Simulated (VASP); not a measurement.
Runs of VASP 6.6.1 on In. The structure is that of space group P6/mmm (No. 191), or close to it. The cells are those of the table. This isn't the form of In at room conditions, which is tetragonal.

```csv
task,cell,k mesh,gap on the mesh (eV),pressure (GPa),relaxed volume (Å³/atom)
single point,"a = 5.575, b = 5.575, c = 3.418 Å, angles 90.0, 90.0, 120.0°, 3 atoms",6 × 6 × 6,none,-4.7,-
single point,"a = 5.315, b = 5.315, c = 3.172 Å, angles 90.0, 90.0, 120.0°, 3 atoms",6 × 6 × 6,none,(a),-
relaxation of cell and atoms,"relaxed from a = 5.315, b = 5.315, c = 3.172 Å, angles 90.0, 90.0, 120.0°, 3 atoms",12 × 12 × 14,none,0.0,25.91
relaxation of cell and atoms,"relaxed from a = 5.575, b = 5.575, c = 3.418 Å, angles 90.0, 90.0, 120.0°, 3 atoms",6 × 6 × 6,none,0.1,25.78
```

Alike in all rows: level PBEsol; potentials or basis VASP PAW PBE potentials, release 64 (In_d); no spin polarisation; cutoff (eV) 500; smearing gaussian 0.1 eV.

Estimate the missing entries.

(a) -0.1.

Caveats: the PAW data sets were made with another functional, which shifts forces and pressure a little; spin-orbit coupling is left out, which moves the levels of the heavy elements; the cell stands under tension (at least some runs); the volume moved by over 15 % at a fixed basis, so the end points are rough (at least some runs).

A k mesh can miss the band edges, and the runs leave out spin-orbit coupling on In.

A gap of «none» marks levels without a gap at the run's occupations.
